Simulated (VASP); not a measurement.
# Al in VASP: notebook

Al is run at these levels: LDA; tasks: single point.

Everything below comes from runs of VASP 6.6.1. Logs are shortened: lines on timing, memory, paths and dates and some standing lists are left out, and cuts for length are marked.

## (1) The cell of the first run

The cell holds a slab with vacuum, 19 atoms: a = 5.728 Å, b = 8.591 Å, c = 15.677 Å, α = 90.00°, β = 90.00°, γ = 60.00°.

## (2) Single point, LDA

The input, INCAR:

```
SYSTEM = Al
  PREC = Accurate
  ENCUT = 520
  EDIFF = 1E-6
  ISMEAR = -1
  SIGMA = 0.1
  LREAL = Auto
  LASPH = .TRUE.
  NELM = 100
  ALGO = Normal
  ISIF = 2
  LWAVE = .FALSE.
  LCHARG = .FALSE.
  GGA = CA
  NBANDS = 44
```

The input, KPOINTS:

```
Automatic mesh
0
G
  2 2 1
  0 0 0
```

The input, POSCAR:

```
Al
1.0
    5.7275650000      0.0000000000      0.0000000000
    4.2956740000      7.4403250000      0.0000000000
    0.0000000000      0.0000000000     15.6765370000
Al
19
Direct
    0.1666667000      0.1111111000      0.0637896000
    0.6666667000      0.1111111000      0.0637896000
    0.1666667000      0.4444444000      0.0637896000
    0.6666667000      0.4444444000      0.0637896000
    0.1666667000      0.7777778000      0.0637896000
    0.6666667000      0.7777778000      0.0637896000
   -0.1659379579      0.2210142307      0.2113883357
    0.3356141417      0.2171549867      0.2132969960
   -0.1540860123      0.5442391349      0.2124519203
    0.3453268852      0.5466663872      0.2137555218
   -0.1685326847      0.8812902770      0.2159854518
    0.3290570804      0.8801339852      0.2165377121
   -0.0498369805      0.0206102108      0.3557850095
    0.4850533369     -0.0163192306      0.3739469615
    0.0170767875      0.3235181345      0.3578685475
    0.4928215344      0.3260788538      0.3596847982
    0.0330553800      0.6614777863      0.3725928148
    0.5553928770      0.6275109881      0.3575990368
    0.2620961850      0.8333794633      0.4804284109
```

Potentials or basis: VASP PAW LDA potentials, release 64 (Al).

Started as:

```console
> cat potpaw_LDA.64/Al/POTCAR > POTCAR
> mpirun -np 1 vasp_std > vasp.out
```

OUTCAR:

```text
SYSTEM = Al
   PREC = Accurate
   ENCUT = 520
   EDIFF = 1E-6
   ISMEAR = -1
   LREAL = Auto
   LASPH = .TRUE.
   NELM = 100
   ISIF = 2
   GGA = CA

 ion  position               nearest neighbor table
   1  0.167  0.111  0.064-   7 2.84   8 2.85   3 2.86   5 2.86   6 2.86   4 2.86   2 2.86   2 2.86
                            12 2.95
   2  0.667  0.111  0.064-   7 2.84   8 2.86   4 2.86   6 2.86   5 2.86   3 2.86   1 2.86   1 2.86
                            11 2.94
   3  0.167  0.444  0.064-   9 2.82   1 2.86   2 2.86   4 2.86   4 2.86   6 2.86   5 2.86  10 2.87
                             8 2.89
   4  0.667  0.444  0.064-  10 2.84   9 2.85   7 2.85   2 2.86   1 2.86   3 2.86   3 2.86   5 2.86
                             6 2.86
   5  0.167  0.778  0.064-  12 2.86   1 2.86   2 2.86   6 2.86   6 2.86   4 2.86   3 2.86  11 2.91
                            10 2.91
   6  0.667  0.778  0.064-   2 2.86   1 2.86   5 2.86   5 2.86   3 2.86   4 2.86  11 2.87   9 2.91
                            12 2.92
   7  0.834  0.221  0.211-  13 2.72  10 2.80   9 2.81   2 2.84  15 2.84   1 2.84   4 2.85   8 2.86
                             8 2.87  16 2.88  12 2.88  11 2.93
   8  0.336  0.217  0.213-  15 2.76  16 2.79   9 2.81   1 2.85   7 2.86  10 2.86   2 2.86  11 2.86
                             7 2.87   3 2.89  12 2.91  14 3.06
   9  0.846  0.544  0.212-  18 2.70   8 2.81  15 2.81   7 2.81   3 2.82   4 2.85  11 2.86  10 2.86
[... 4 lines left out ...]
                             7 2.93   2 2.94  17 2.96  14 3.02
  12  0.329  0.880  0.217-  10 2.82  11 2.85   5 2.86  11 2.88  13 2.88   7 2.88  18 2.91  14 2.91
                             8 2.91   6 2.92   9 2.92   1 2.95
  13  0.950  0.021  0.356-  19 2.59  16 2.62   7 2.72  11 2.74  15 2.81  14 2.85  12 2.88  17 2.89
                            14 2.93
  14  0.485  0.984  0.374-  19 2.78  15 2.82  13 2.85  18 2.89  12 2.91  13 2.93  17 2.97  16 2.97
                            11 3.02   8 3.06
  15  0.017  0.324  0.358-  18 2.63  16 2.74   8 2.76   9 2.81  13 2.81  14 2.82   7 2.84  17 2.96
                            16 2.99
  16  0.493  0.326  0.360-  13 2.62  15 2.74  17 2.77  18 2.79   8 2.79  10 2.82   7 2.88  14 2.97
                            15 2.99
  17  0.033  0.661  0.373-  16 2.77  18 2.87  13 2.89  18 2.90  10 2.93  19 2.95  11 2.96  15 2.96
                            14 2.97   9 3.09
  18  0.555  0.628  0.358-  19 2.59  15 2.63   9 2.70  16 2.79  10 2.80  17 2.87  14 2.89  17 2.90
                            12 2.91
  19  0.262  0.833  0.480-  18 2.59  13 2.59  14 2.78  17 2.95

  LATTYP: Found a simple monoclinic cell.
 ALAT       =     5.7275650000
 B/A-ratio  =     2.7370334514
 C/A-ratio  =     1.3228756151
 COS(beta)  =    -0.1889822093

  Lattice vectors:

 A1 = (   5.7275650000,   0.0000000000,   0.0000000000)
 A2 = (   0.0000000000,   0.0000000000, -15.6765370000)
 A3 = (  -1.4318910000,   7.4403250000,   0.0000000000)

Analysis of symmetry for initial positions (statically):
=====================================================================
 Subroutine PRICEL returns:
 Original cell was already a primitive cell.

 Routine SETGRP: Setting up the symmetry group for a
 simple monoclinic supercell.

 Subroutine GETGRP returns: Found  1 space group operations
 (whereof  1 operations were pure point group operations)
 out of a pool of  4 trial point group operations.

The static configuration has the point symmetry C_1 .

Analysis of symmetry for dynamics (positions and initial velocities):
=====================================================================
 Subroutine PRICEL returns:
 Original cell was already a primitive cell.

 Routine SETGRP: Setting up the symmetry group for a
 simple monoclinic supercell.

 Subroutine GETGRP returns: Found  1 space group operations
 (whereof  1 operations were pure point group operations)
 out of a pool of  4 trial point group operations.

The dynamic configuration has the point symmetry C_1 .

 Subroutine INISYM returns: Found  1 space group operations
 (whereof  1 operations are pure point group operations),
 and found     1 'primitive' translations

----------------------------------------------------------------------------------------

                                     Primitive cell

  volume of cell :     668.0548

  direct lattice vectors                    reciprocal lattice vectors
     5.727565000  0.000000000  0.000000000     0.174594265 -0.100802054  0.000000000
     4.295674000  7.440325000  0.000000000     0.000000000  0.134402731  0.000000000
     0.000000000  0.000000000 15.676537000     0.000000000  0.000000000  0.063789598
[... 48 lines left out ...]

 KPOINTS: Automatic mesh

Automatic generation of k-mesh.
 Grid dimensions read from file:
 generate k-points for:    2    2    1

 Generating k-lattice:

  Cartesian coordinates                     Fractional coordinates (reciprocal lattice)
     0.087297132 -0.050401027  0.000000000     0.500000000  0.000000000  0.000000000
     0.000000000  0.067201366  0.000000000     0.000000000  0.500000000  0.000000000
     0.000000000  0.000000000  0.063789598     0.000000000  0.000000000  1.000000000

  Length of vectors
     0.100802048  0.067201366  0.063789598

  Shift w.r.t. Gamma in fractional coordinates (k-lattice)
     0.000000000  0.000000000  0.000000000

 Subroutine IBZKPT returns following result:
 ===========================================

 Found      4 irreducible k-points:

 Following reciprocal coordinates:
            Coordinates               Weight
  0.000000  0.000000  0.000000      1.000000
  0.500000  0.000000  0.000000      1.000000
  0.000000  0.500000  0.000000      1.000000
  0.500000  0.500000  0.000000      1.000000
   k-points           NKPTS =      4   k-points in BZ     NKDIM =      4   number of bands    NBANDS=     44
   number of dos      NEDOS =    301   number of ions     NIONS =     19
   total plane-waves  NPLWV = 368640
   dimension x,y,z NGX =    48 NGY =   64 NGZ =  120
   dimension x,y,z NGXF=    96 NGYF=  128 NGZF=  240
   ions per type =              19
   NGX,Y,Z   is equivalent  to a cutoff of  13.93, 12.38, 12.73 a.u.
   NGXF,Y,Z  is equivalent  to a cutoff of  27.86, 24.77, 25.45 a.u.
 SYSTEM =  Al
   PREC   = accura    normal or accurate (medium, high low for compatibility)
   ISTART =      0    job   : 0-new  1-cont  2-samecut
   ICHARG =      2    charge: 1-file 2-atom 10-const
   ISPIN  =      1    spin polarized calculation?
   LNONCOLLINEAR =      F non collinear calculations
   LSORBIT =      F    spin-orbit coupling
   LASPH  =      T    aspherical Exc in radial PAW
   ENCUT  =  520.0 eV  38.22 Ry    6.18 a.u.  10.65 15.97 29.15*2*pi/ulx,y,z
   NELM   =    100;   NELMIN=  2; NELMDL= -5     # of ELM steps
   EDIFF  = 0.1E-05   stopping-criterion for ELM
   LREAL  =      T    real-space projection
   EDIFFG = 0.1E-04   stopping-criterion for IOM
   NSW    =      0    number of steps for IOM
   IBRION =     -1    ionic relax: 0-MD 1-quasi-New 2-CG
   NFREE  =      0    steps in history (QN), initial steepest desc. (CG)
   ISIF   =      2    stress and relaxation
   ISYM   =      2    0-nonsym 1-usesym 2-fastsym
   POTIM  = 0.5000    time-step for ionic-motion
   TEBEG  =    0.0;   TEEND  =   0.0 temperature during run
   PSTRESS=    0.0 pullay stress
   NELECT =      57.0000    total number of electrons
   NUPDOWN=      -1.0000    fix difference up-down
   EMIN   =  10.00;   EMAX   =-10.00  energy-range for DOS
   EFERMI =   0.00;   METHOD = LEGACY
   ISMEAR =    -1;   SIGMA  =   0.10  broadening in eV -4-tet -1-fermi 0-gaus
   EFERMI_NEDOS =   21; number of points for ismear=-14 and -15
   IALGO  =     38    algorithm
   IMIX   =      4    mixing-type and parameters
     AMIX     =   0.40;   BMIX     =  1.00
     AMIX_MAG =   1.60;   BMIX_MAG =  1.00
  volume/ion in A,a.u.               =      35.16       237.28
  Fermi-wavevector in a.u.,A,eV,Ry     =   0.720713  1.361950  7.067239  0.519427
  Thomas-Fermi vector in A             =   1.810236
   LORBIT       =      0    0 simple, 1 ext, 2 COOP (PROOUT), +10 PAW based schemes
   GGA     = CA    functional components
   LHFCALC =     F    Hartree Fock is set to
   AEXX    =    0.0000 exact exchange contribution
   IVDW    =     0    specifies the selected vdW correction
   LEPSILON=     F    determine dielectric tensor
   LRPA    =     F    only Hartree local field effects (RPA)
 non-spin polarized calculation
  energy-cutoff  :      520.00
  volume of cell :      668.05
 maximum number of plane-waves:     17987
 NGX is ok and might be reduce to    48
   NGX = 21   NGY = 31   NGZ = 59

 number of electron      57.0000000 magnetization

 Free energy of the ion-electron system (eV)
  ---------------------------------------------------
  ext. energy  EPLUGINS =         0.00000000
  ---------------------------------------------------
  free energy    TOTEN  =       -73.07680368 eV

  energy without entropy =      -72.75900091  energy(sigma->0) =      -72.91790230

 E-fermi :   1.3085     XC(G=0):  -6.1287

 val. band max:        1.2547593125   @ k =   0.5000   0.5000   0.0000
 cond. band min:       1.3708740427   @ k =   0.5000   0.0000   0.0000
 fundamental gap:      0.1161147302
 Fermi energy:         1.3084975994

 k-point     1 :       0.0000    0.0000    0.0000
  band No.  band energies     occupation
      1      -9.0102      2.00000
      2      -7.4513      2.00000
      3      -6.4055      2.00000
      4      -6.3563      2.00000
      5      -5.2257      2.00000
      6      -4.8269      2.00000
[... 161 lines left out ...]
     39       3.4409      0.00000
     40       3.4980      0.00000
 [bands above 40 left out]

------------------------ aborting loop because EDIFF is reached ----------------------------------------

  FORCE on cell =-STRESS in cart. coord.  units (eV):
  Direction    XX          YY          ZZ          XY          YZ          ZX
  --------------------------------------------------------------------------------------
  -------------------------------------------------------------------------------------
  Total      -16.3318821     -5.5152190     -0.0590611     -0.1388422     -0.0223079      0.1672676
  in kB      -39.1683028    -13.2269977     -0.1416445     -0.3329814     -0.0535005      0.4011533
  external PRESSURE =     -17.5123150 kB  Pullay stress =       0.0000000 kB

 VOLUME and BASIS-vectors are now :
 -----------------------------------------------------------------------------
  energy-cutoff  :      520.00
  volume of cell :      668.05
      direct lattice vectors                 reciprocal lattice vectors
     5.727565000  0.000000000  0.000000000     0.174594265 -0.100802054  0.000000000
     4.295674000  7.440325000  0.000000000     0.000000000  0.134402731  0.000000000
     0.000000000  0.000000000 15.676537000     0.000000000  0.000000000  0.063789598

 POSITION                                       TOTAL-FORCE (eV/Angst)
 -----------------------------------------------------------------------------------
      1.43189      0.82670      1.00000        -0.128156     -0.012436      0.043884
      4.29567      0.82670      1.00000         0.059514     -0.048412      0.015742
      2.86378      3.30681      1.00000         0.048267     -0.067315      0.080739
      5.72757      3.30681      1.00000        -0.040053      0.045595     -0.057211
      4.29567      5.78692      1.00000         0.127811      0.075480     -0.046486
      7.15946      5.78692      1.00000        -0.112143      0.030491     -0.018019
[... 11 lines left out ...]
      5.87663      4.66889      5.60591        -0.011153      0.011954      0.013200
      5.08110      6.20061      7.53145        -0.025764     -0.001130      0.001341
 -----------------------------------------------------------------------------------
    total drift:                                0.000714     -0.001278     -0.001156

  FREE ENERGIE OF THE ION-ELECTRON SYSTEM (eV)
  ---------------------------------------------------
  free  energy   TOTEN  =       -73.0768036795 eV

  energy  without entropy=      -72.7590009134  energy(sigma->0) =      -72.91790230
```

Wall time 4.4 min (1 thread of AMD EPYC 7R43 (Zen 3), shared host); peak memory 0.49 GiB.

Results:

```
Free energy   : -73.0768 eV
Largest force : 0.156 eV/Å
```

Forces in eV/Å, atoms in the order of the input:
```
Al  -0.128 -0.012  0.044
Al   0.060 -0.048  0.016
Al   0.048 -0.067  0.081
Al  -0.040  0.046 -0.057
Al   0.128  0.075 -0.046
Al  -0.112  0.030 -0.018
Al   0.007 -0.009  0.005
Al   0.003 -0.015 -0.007
Al   0.009 -0.008 -0.022
Al  -0.005 -0.006 -0.007
Al  -0.012 -0.003 -0.012
Al  -0.001  0.007  0.008
Al   0.007 -0.027  0.059
Al   0.075  0.047 -0.071
Al  -0.015 -0.014  0.002
Al   0.009  0.003  0.003
Al   0.005 -0.008  0.011
Al  -0.011  0.012  0.013
Al  -0.026 -0.001  0.001
```

Caveat: the k points lie up to 0.63 Å⁻¹ apart.

(Part 1 of 2 ends here.)
